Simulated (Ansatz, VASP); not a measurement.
**Two plane-wave programs on FeSi**

```
Fe Si
1.0
     4.44797    0.00000    0.00000
     0.00000    4.44797    0.00000
     0.00000    0.00000    4.44797
Fe Si
4 4
Direct
  0.13599 0.13599 0.13599
  0.36401 0.86401 0.63599
  0.63599 0.36401 0.86401
  0.86401 0.63599 0.36401
  0.84071 0.84071 0.84071
  0.65929 0.15929 0.34071
  0.34071 0.65929 0.15929
  0.15929 0.34071 0.65929
```

Alike in both runs: functional PBE; k mesh 8 × 8 × 8; occupations gaussian, width 0.01 eV; no spin polarisation.

Ansatz relaxed the structure, and its values are those at the end. VASP's run is a single point on that final structure, the one shown.

|  | VASP | Ansatz |
| --- | --- | --- |
| version | VASP 6.6.1 | Ansatz 0.2.0 |
| potentials or method | VASP PAW PBE potentials, release 64 (Fe, Si), cutoff 520 eV | scalar-relativistic, plane waves, PAW |
| valence electrons in the cell | 48 | 80 |

Ansatz gave:

```
gap on the k mesh at the Fermi level (eV) : 0.17
least direct gap on the mesh (eV)         : 0.18
pressure (GPa)                            : 0.0
rms of the force components (eV/Å)        : 0.000
```

Task: Estimate VASP's values.

Result: gap on the k mesh at the Fermi level (eV): 0.16; least direct gap on the mesh (eV): 0.17; pressure (GPa): 0.2; rms of the force components (eV/Å): 0.015.

VASP's potentials hold 48 valence electrons a cell and Ansatz's 80, so a difference there can come from the potentials and not from the codes.
